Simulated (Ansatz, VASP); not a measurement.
Sn6Ge: VASP beside Ansatz

```
Sn Ge
1.0
     6.14625    3.54854    3.77809
    -6.14625    3.54854    3.77809
     0.00000   -7.09708    3.77809
Sn Ge
12 2
Direct
  0.84837 0.98556 0.57506
  0.15163 0.01444 0.42494
  0.73210 0.30830 0.60097
  0.26790 0.69170 0.39903
  0.42494 0.15163 0.01444
  0.57506 0.84837 0.98556
  0.39903 0.26790 0.69170
  0.60097 0.73210 0.30830
  0.98556 0.57506 0.84837
  0.01444 0.42494 0.15163
  0.30830 0.60097 0.73210
  0.69170 0.39903 0.26790
  0.88653 0.88653 0.88653
  0.11347 0.11347 0.11347
```

Alike in both runs: task single point; functional PBE; k mesh 3 × 3 × 3; occupations gaussian, width 0.1 eV; no spin polarisation.

|  | VASP | Ansatz |
| --- | --- | --- |
| version | VASP 6.6.1 | Ansatz 0.2.0 |
| potentials or method | VASP PAW PBE potentials, release 64 (Sn_d, Ge_d), cutoff 500 eV | scalar-relativistic, plane waves, PAW |
| valence electrons in the cell | 196 | 196 |

|  | VASP | Ansatz | Ansatz less VASP |
| --- | --- | --- | --- |
| gap on the k mesh at the Fermi level (eV) | none | none | - |
| pressure (GPa) | -0.6 | -0.6 | +0.05 |
| traceless stress, the component that is largest in VASP (GPa) | -0.20 | -0.20 | +0.001 |
| rms of the force components (eV/Å) | 0.043 | 0.043 | +0.0003 |

Atom by atom the forces differ by 0.001 eV/Å (rms over components). A gap of «none» marks a metal or a gap that the smearing closes.
